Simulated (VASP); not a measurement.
Fe, 1 atom in the cell. The structure is cubic, space group Fm-3m (No. 225). Conventional cell: a = 3.406 Å, b = 3.406 Å, c = 3.406 Å, α = 90.00°, β = 90.00°, γ = 90.00°. Within 3.2 Å of Fe (site symmetry m-3m) lie 12 Fe at 2.41 Å. This isn't the form of Fe at room conditions, which is bcc.

```yaml
Program: VASP 6.6.1
Task: single point
Functional: PBEsol
Potentials_or_basis: VASP PAW PBE potentials, release 64 (Fe)
Cutoff: 520 eV
k_mesh: 20 × 20 × 20
Occupations: gaussian, width 0.1 eV
Spin: collinear spin, ferromagnetic start
Starting_moments: "[-0.22] μB"
Dipole_correction: no
Further_INCAR_settings: ALGO = Normal; EDIFF = 1e-07; NBANDS = 14
```

Potentials or basis: VASP PAW PBE potentials, release 64 (Fe).

The run is started by

```console
$ cat potpaw_PBE.64/Fe/POTCAR > POTCAR
$ mpirun -np 1 vasp_std > vasp.out
```

Hardware: 1 thread of Intel(R) Xeon(R) 6975P-C (Granite Rapids), on a shared host.

Task: How long does it take, and how much memory?

Result: Wall time 51 s on 1 thread of Intel(R) Xeon(R) 6975P-C (Granite Rapids), with other jobs on the host, peak memory 0.17 GiB. Counts: scf iterations 25, k points 256.
